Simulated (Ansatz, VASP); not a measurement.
## Sc2B2Sb: VASP beside Ansatz

```
CELL_PARAMETERS angstrom
3.24752 0.00000 0.00000
-1.62376 2.81243 0.00000
0.00000 0.00000 9.08970
ATOMIC_POSITIONS crystal
Sc 0.00000 0.00000 0.68165
Sc 0.00000 0.00000 0.31835
B 0.33333 0.66667 0.50000
B 0.66667 0.33333 0.50000
Sb 0.00000 0.00000 0.00000
```

Alike in both runs: functional PBE; k mesh 6 × 6 × 2; occupations gaussian, width 0.1 eV; no spin polarisation.

Ansatz relaxed the structure, and its values are those at the end. VASP's run is a single point on that final structure, the one shown.

|  | VASP | Ansatz |
| --- | --- | --- |
| version | VASP 6.6.1 | Ansatz 0.2.0 |
| potentials or method | VASP PAW PBE potentials, release 64 (Sc_sv, B, Sb), cutoff 520 eV | scalar-relativistic, plane waves, PAW |
| valence electrons in the cell | 33 | 43 |

```tsv
	VASP	Ansatz	Ansatz less VASP
gap on the k mesh at the Fermi level (eV)	none	none	-
pressure (GPa)	0.1	0.0	-0.19
rms of the force components (eV/Å)	0.013	0.001	-0.0124
```

A gap of «none» marks a metal or a gap that the smearing closes. The functional is the same, so the differences come from potentials, cutoffs and numerics. VASP's potentials hold 33 valence electrons a cell and Ansatz's 43, so a difference there can come from the potentials and not from the codes.

The k mesh is coarse, so the values compare programs but aren't converged. Neither program's run includes spin-orbit coupling.
